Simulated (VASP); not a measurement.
# Bi2P3 (Pn-3m) in VASP: single point with PBE

Aim: the single point of Bi2P3 with PBE.

All numbers are computed with VASP 6.6.1; they aren't measurements. Logs are shortened: lines on timing, memory, paths and dates and some standing lists are left out, and cuts for length are marked.

### Step 1. The cell of the first run

Symmetry: Pn-3m, No. 224, cubic system. The conventional cell has a = 6.067 Å, b = 6.067 Å, c = 6.067 Å, α = 90.00°, β = 90.00°, γ = 90.00°. Within 3.5 Å of Bi (site symmetry -3m) lie 6 P at 2.63 Å. P (site symmetry -42m) has 4 Bi at 2.63 Å and 4 P at 3.03 Å within 3.5 Å.

### Step 2. Single point, PBE

The input, POSCAR:

```
Bi2P3
1.0
    6.0667130000      0.0000000000      0.0000000000
    0.0000000000      6.0667130000      0.0000000000
    0.0000000000      0.0000000000      6.0667130000
Bi P
4 6
Direct
    0.5000000000      0.5000000000      0.5000000000
    0.5000000000      0.0000000000      0.0000000000
    0.0000000000      0.0000000000      0.5000000000
    0.0000000000      0.5000000000      0.0000000000
    0.2500000000      0.7500000000      0.7500000000
    0.2500000000      0.7500000000      0.2500000000
    0.7500000000      0.2500000000      0.7500000000
    0.2500000000      0.2500000000      0.7500000000
    0.7500000000      0.2500000000      0.2500000000
    0.7500000000      0.7500000000      0.2500000000
```

The input, INCAR.step1:

```
PREC = Accurate
ENCUT = 400
EDIFF = 1E-6
ISMEAR = 0
SIGMA = 0.035
LREAL = F
LASPH = T
NELM = 120
ALGO = Normal
ISIF = 2
LWAVE = F
LCHARG = T
GGA = PE
NBANDS = 56
GGA_COMPAT = F
NEDOS = 2001
LORBIT = 11
```

The input, KPOINTS.step1:

```
regular mesh
0
Gamma
  6 6 6
```

The input, INCAR.step2:

```
PREC = Accurate
ENCUT = 400
EDIFF = 1E-6
ISMEAR = -5
SIGMA = 0.035
LREAL = F
LASPH = T
NELM = 120
ALGO = Normal
ISIF = 2
LWAVE = F
LCHARG = F
GGA = PE
LORBIT = 11
NEDOS = 1001
ICHARG = 11
GGA_COMPAT = F
```

The input, KPOINTS.step2:

```
regular mesh
0
Gamma
  9 9 9
```

Potentials or basis: VASP PAW PBE potentials, release 64 (Bi_d, P).

Command:

```bash
$ cat potpaw_PBE.64/Bi_d/POTCAR potpaw_PBE.64/P/POTCAR > POTCAR
$ cp INCAR.step1 INCAR
$ cp KPOINTS.step1 KPOINTS
$ mpirun -np 1 vasp_std > vasp.out
$ cp INCAR.step2 INCAR
$ cp KPOINTS.step2 KPOINTS
$ mpirun -np 1 vasp_std > vasp.out
```

OUTCAR:

```text
PREC = Accurate
   ENCUT = 400
   EDIFF = 1E-6
   ISMEAR = -5
   LREAL = F
   LASPH = T
   NELM = 120
   ISIF = 2
   GGA = PE
   LORBIT = 11
   ICHARG = 11

 ion  position               nearest neighbor table
   1  0.500  0.500  0.500-   5 2.63   6 2.63   7 2.63   8 2.63   9 2.63  10 2.63
   2  0.500  0.000  0.000-   5 2.63   6 2.63   7 2.63   8 2.63   9 2.63  10 2.63
   3  0.000  0.000  0.500-   5 2.63   6 2.63   7 2.63   8 2.63   9 2.63  10 2.63
   4  0.000  0.500  0.000-   5 2.63   6 2.63   7 2.63   8 2.63   9 2.63  10 2.63
   5  0.250  0.750  0.750-   1 2.63   2 2.63   3 2.63   4 2.63
   6  0.250  0.750  0.250-   1 2.63   2 2.63   3 2.63   4 2.63
   7  0.750  0.250  0.750-   1 2.63   2 2.63   3 2.63   4 2.63
   8  0.250  0.250  0.750-   1 2.63   2 2.63   3 2.63   4 2.63
   9  0.750  0.250  0.250-   1 2.63   2 2.63   3 2.63   4 2.63
  10  0.750  0.750  0.250-   1 2.63   2 2.63   3 2.63   4 2.63

  LATTYP: Found a simple cubic cell.
 ALAT       =     6.0667130000

  Lattice vectors:

 A1 = (   6.0667130000,   0.0000000000,   0.0000000000)
 A2 = (   0.0000000000,   6.0667130000,   0.0000000000)
 A3 = (   0.0000000000,   0.0000000000,   6.0667130000)

Analysis of symmetry for initial positions (statically):
=====================================================================
 Subroutine PRICEL returns:
 Original cell was already a primitive cell.

 Routine SETGRP: Setting up the symmetry group for a
 simple cubic supercell.

 Subroutine GETGRP returns: Found 48 space group operations
 (whereof 12 operations were pure point group operations)
 out of a pool of 48 trial point group operations.

The static configuration has the point symmetry D_3d.
 The point group associated with its full space group is O_h .

Analysis of symmetry for dynamics (positions and initial velocities):
=====================================================================
 Subroutine PRICEL returns:
 Original cell was already a primitive cell.

 Routine SETGRP: Setting up the symmetry group for a
 simple cubic supercell.

 Subroutine GETGRP returns: Found 48 space group operations
 (whereof 12 operations were pure point group operations)
 out of a pool of 48 trial point group operations.

The dynamic configuration has the point symmetry D_3d.
 The point group associated with its full space group is O_h .

 Subroutine INISYM returns: Found 48 space group operations
 (whereof 12 operations are pure point group operations),
 and found     1 'primitive' translations

----------------------------------------------------------------------------------------

                                     Primitive cell

  volume of cell :     223.2854

  direct lattice vectors                    reciprocal lattice vectors
     6.066713000  0.000000000  0.000000000     0.164833906  0.000000000  0.000000000
     0.000000000  6.066713000  0.000000000     0.000000000  0.164833906  0.000000000
     0.000000000  0.000000000  6.066713000     0.000000000  0.000000000  0.164833906

  length of vectors
     6.066713000  6.066713000  6.066713000     0.164833906  0.164833906  0.164833906

  position of ions in fractional coordinates (direct lattice)
     0.500000000  0.500000000  0.500000000
     0.500000000  0.000000000  0.000000000
     0.000000000  0.000000000  0.500000000
     0.000000000  0.500000000  0.000000000
     0.250000000  0.750000000  0.750000000
     0.250000000  0.750000000  0.250000000
     0.750000000  0.250000000  0.750000000
     0.250000000  0.250000000  0.750000000
     0.750000000  0.250000000  0.250000000
     0.750000000  0.750000000  0.250000000

  ion indices of the primitive-cell ions
   primitive index   ion index
                 1           1
                 2           2
                 3           3
                 4           4
                 5           5
                 6           6
                 7           7
                 8           8
                 9           9
                10          10

----------------------------------------------------------------------------------------

 KPOINTS: regular mesh

Automatic generation of k-mesh.
 Grid dimensions read from file:
 generate k-points for:    9    9    9

 Generating k-lattice:

  Cartesian coordinates                     Fractional coordinates (reciprocal lattice)
     0.018314878  0.000000000  0.000000000     0.111111111  0.000000000  0.000000000
     0.000000000  0.018314878  0.000000000     0.000000000  0.111111111  0.000000000
     0.000000000  0.000000000  0.018314878     0.000000000  0.000000000  0.111111111

  Length of vectors
     0.018314878  0.018314878  0.018314878

  Shift w.r.t. Gamma in fractional coordinates (k-lattice)
     0.000000000  0.000000000  0.000000000

 TETIRR: Found    353 inequivalent tetrahedra from     4374

 Subroutine IBZKPT returns following result:
 ===========================================

 Found     35 irreducible k-points:

 Following reciprocal coordinates:
            Coordinates               Weight
  0.000000  0.000000  0.000000      1.000000
  0.111111  0.000000  0.000000      6.000000
  0.222222  0.000000  0.000000      6.000000
  0.333333  0.000000  0.000000      6.000000
  0.444444  0.000000  0.000000      6.000000
  0.111111  0.111111  0.000000     12.000000
[... 16 lines left out ...]
  0.333333  0.333333  0.111111     24.000000
  0.444444  0.333333  0.111111     48.000000
 [... further k-points ...]
   k-points           NKPTS =     35   k-points in BZ     NKDIM =     35   number of bands    NBANDS=     54
   number of dos      NEDOS =   1001   number of ions     NIONS =     10
   total plane-waves  NPLWV =  64000
   dimension x,y,z NGX =    40 NGY =   40 NGZ =   40
   dimension x,y,z NGXF=    80 NGYF=   80 NGZF=   80
   ions per type =               4   6
   NGX,Y,Z   is equivalent  to a cutoff of  10.96, 10.96, 10.96 a.u.
   NGXF,Y,Z  is equivalent  to a cutoff of  21.92, 21.92, 21.92 a.u.
 SYSTEM =  unknown system
   PREC   = accura    normal or accurate (medium, high low for compatibility)
   ISTART =      0    job   : 0-new  1-cont  2-samecut
   ICHARG =     11    charge: 1-file 2-atom 10-const
   ISPIN  =      1    spin polarized calculation?
   LNONCOLLINEAR =      F non collinear calculations
   LSORBIT =      F    spin-orbit coupling
   LASPH  =      T    aspherical Exc in radial PAW
   ENCUT  =  400.0 eV  29.40 Ry    5.42 a.u.   9.89  9.89  9.89*2*pi/ulx,y,z
   NELM   =    120;   NELMIN=  2; NELMDL=  0     # of ELM steps
   EDIFF  = 0.1E-05   stopping-criterion for ELM
   LREAL  =      F    real-space projection
   EDIFFG = 0.1E-04   stopping-criterion for IOM
   NSW    =      0    number of steps for IOM
   IBRION =     -1    ionic relax: 0-MD 1-quasi-New 2-CG
   NFREE  =      0    steps in history (QN), initial steepest desc. (CG)
   ISIF   =      2    stress and relaxation
   ISYM   =      2    0-nonsym 1-usesym 2-fastsym
   POTIM  = 0.5000    time-step for ionic-motion
   TEBEG  =    0.0;   TEEND  =   0.0 temperature during run
   PSTRESS=    0.0 pullay stress
   NELECT =      90.0000    total number of electrons
   NUPDOWN=      -1.0000    fix difference up-down
   EMIN   =  10.00;   EMAX   =-10.00  energy-range for DOS
   EFERMI =   0.00;   METHOD = LEGACY
   ISMEAR =    -5;   SIGMA  =   0.04  broadening in eV -4-tet -1-fermi 0-gaus
   EFERMI_NEDOS =   21; number of points for ismear=-14 and -15
   IALGO  =     38    algorithm
   IMIX   =      4    mixing-type and parameters
     AMIX     =   0.40;   BMIX     =  1.00
     AMIX_MAG =   1.60;   BMIX_MAG =  1.00
  volume/ion in A,a.u.               =      22.33       150.68
  Fermi-wavevector in a.u.,A,eV,Ry     =   1.209304  2.285254 19.897385  1.462417
  Thomas-Fermi vector in A             =   2.344886
   LORBIT       =     11    0 simple, 1 ext, 2 COOP (PROOUT), +10 PAW based schemes
   GGA     = PE    functional components
   LHFCALC =     F    Hartree Fock is set to
   AEXX    =    0.0000 exact exchange contribution
   IVDW    =     0    specifies the selected vdW correction
   LEPSILON=     F    determine dielectric tensor
   LRPA    =     F    only Hartree local field effects (RPA)
 non-spin polarized calculation
 Fermi weights with tetrahedron method with Bloechl corrections
  energy-cutoff  :      400.00
  volume of cell :      223.29
 maximum number of plane-waves:      4072
 NGX is ok and might be reduce to    40

 number of electron      90.0000137 magnetization

 Free energy of the ion-electron system (eV)
  ---------------------------------------------------
  ext. energy  EPLUGINS =         0.00000000
  ---------------------------------------------------
  free energy    TOTEN  =       -37.24718160 eV

  energy without entropy =      -37.24718160  energy(sigma->0) =      -37.24718160

 E-fermi :   8.0141     XC(G=0): -10.1859

 val. band max:        8.0117156522   @ k =   0.2222   0.2222   0.2222
 cond. band min:       8.0117156625   @ k =   0.2222   0.2222   0.2222
 fundamental gap:      0.0000000103
 Fermi energy:         8.0140879278

 k-point     1 :       0.0000    0.0000    0.0000
  band No.  band energies     occupation
      1     -15.3136      2.00000
      2     -15.3136      2.00000
      3     -15.2606      2.00000
      4     -15.2606      2.00000
      5     -15.2606      2.00000
      6     -15.2276      2.00000
[... 46 lines left out ...]
     53      10.8741      0.00000
     54      12.7444      0.00000
[... 1309 lines left out ...]
     53      10.7639      0.00000
     54      11.1905      0.00000

 [... further k-points ...]
[... 5 lines left out ...]
  --------------------------------------------------------------------------------------
  -------------------------------------------------------------------------------------
  Total       32.2347560     32.2347560     32.2347560      0.0000000      0.0000000      0.0000000
  in kB      231.2994601    231.2994601    231.2994601      0.0000000      0.0000000      0.0000000
  external PRESSURE =     231.2994601 kB  Pullay stress =       0.0000000 kB

 VOLUME and BASIS-vectors are now :
 -----------------------------------------------------------------------------
  energy-cutoff  :      400.00
  volume of cell :      223.29
      direct lattice vectors                 reciprocal lattice vectors
     6.066713000  0.000000000  0.000000000     0.164833906  0.000000000  0.000000000
     0.000000000  6.066713000  0.000000000     0.000000000  0.164833906  0.000000000
     0.000000000  0.000000000  6.066713000     0.000000000  0.000000000  0.164833906

 POSITION                                       TOTAL-FORCE (eV/Angst)
 -----------------------------------------------------------------------------------
      3.03336      3.03336      3.03336        -0.000000      0.000000      0.000000
      3.03336      0.00000      0.00000        -0.000000      0.000000      0.000000
      0.00000      0.00000      3.03336        -0.000000      0.000000      0.000000
      0.00000      3.03336      0.00000        -0.000000      0.000000      0.000000
      1.51668      4.55003      4.55003        -0.000000     -0.000000      0.000000
      1.51668      4.55003      1.51668        -0.000000      0.000000     -0.000000
      4.55003      1.51668      4.55003        -0.000000      0.000000      0.000000
      1.51668      1.51668      4.55003         0.000000      0.000000     -0.000000
      4.55003      1.51668      1.51668         0.000000      0.000000      0.000000
      4.55003      4.55003      1.51668         0.000000     -0.000000     -0.000000
 -----------------------------------------------------------------------------------
    total drift:                               -0.000000      0.000000     -0.000000

  FREE ENERGIE OF THE ION-ELECTRON SYSTEM (eV)
  ---------------------------------------------------
  free  energy   TOTEN  =       -37.2471815995 eV

  energy  without entropy=      -37.2471815995  energy(sigma->0) =      -37.24718160

 total charge

# of ion       s       p       d       tot
------------------------------------------
    1        1.549   1.382  10.042  12.973
    2        1.549   1.382  10.042  12.973
    3        1.549   1.382  10.042  12.973
    4        1.549   1.382  10.042  12.973
    5        1.127   1.360   0.000   2.487
    6        1.127   1.360   0.000   2.487
    7        1.127   1.360   0.000   2.487
    8        1.127   1.360   0.000   2.487
    9        1.127   1.360   0.000   2.487
   10        1.127   1.360   0.000   2.487
--------------------------------------------------
tot         12.956  13.687  40.168  66.811
```

It took 7.2 min on 1 thread of Intel Xeon 8259CL, shared host; peak memory 0.36 GiB.

What came out:

- Valence electrons inside the program's atomic spheres: Bi 12.97; P 2.49

Caveat: spin-orbit coupling is left out, which moves the levels of the heavy elements.
